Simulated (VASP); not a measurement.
Set up this calculation in VASP 6.6.1, as the native input.

```yaml
Task: relaxation of cell and atoms
Functional: PBE
Potentials_or_basis: VASP PAW PBE potentials, release 64 (Pd, W_sv, Se)
Cutoff: 600 eV
k_mesh: 6 × 6 × 4
Occupations: gaussian, width 0.1 eV
Spin: no spin polarisation
Dipole_correction: no
Further_INCAR_settings: ALGO = Normal; EDIFF = 1e-06; IBRION = 2; EDIFFG = -0.04; NSW = 90; ISIF = 3
```

The structure of PdWSe4 lies in POSCAR:

```
PdWSe4
1.0
    5.6868832909      0.0000000000      0.0000000000
   -2.8434416455      4.9249853983      0.0000000000
    0.0000000000      0.0000000000      4.3330938505
Pd W Se
1 1 4
Direct
    0.3333333333      0.6666666667      0.0000000000
    0.0000000000      0.0000000000      0.0000000000
    0.6666666667      0.3333333333      0.0000000000
    0.4924609345      0.9849218690      0.5000000000
    0.0150781310      0.5075390655      0.5000000000
    0.4924609345      0.5075390655      0.5000000000
```

One way to write it, as run:

INCAR

```
SYSTEM = PdWSe4
ALGO = Normal
EDIFF = 1E-6
EDIFFG = -0.04
ENCUT = 600
GGA = PE
IBRION = 2
ISIF = 3
ISMEAR = 0
LASPH = .TRUE.
LCHARG = .FALSE.
LREAL = .FALSE.
LWAVE = .FALSE.
NELM = 80
NSW = 90
PREC = Accurate
SIGMA = 0.1
```

KPOINTS

```
k-points
0
G
  6 6 4
  0 0 0
```

Potentials or basis: VASP PAW PBE potentials, release 64 (Pd, W_sv, Se).

Run with:

```sh
$ cat potpaw_PBE.64/Pd/POTCAR potpaw_PBE.64/W_sv/POTCAR potpaw_PBE.64/Se/POTCAR > POTCAR
$ mpirun -np 1 vasp_std > vasp.out
```

It gave:

- Relaxed volume: 24.43 Å³/atom
- Relaxed cell: a = 4.922 Å, b = 4.922 Å, c = 6.987 Å, α = 90.00°, β = 90.00°, γ = 120.00°
- Space group after relaxing (to 0.05 Å): P-6m2 (No. 187)
- Energy gained by relaxing: 284.0 meV/atom
- Ionic steps: 34
- Pressure after relaxing: 0.1 GPa
- Largest force after relaxing: 0.038 eV/Å
- Band gap on the k mesh: zero (band 24 reaches 4.40 eV, above the bottom of band 25 at 3.97 eV)

Caveat: the k points lie up to 0.25 Å⁻¹ apart in the final cell; the volume moved by over 15 % at a fixed basis, so the end points are rough; spin-orbit coupling is left out, which moves the levels of the heavy elements.

Run time: 38 min on 1 thread of Intel Xeon 6975P-C, with other jobs on the host, peak memory 0.36 GiB.
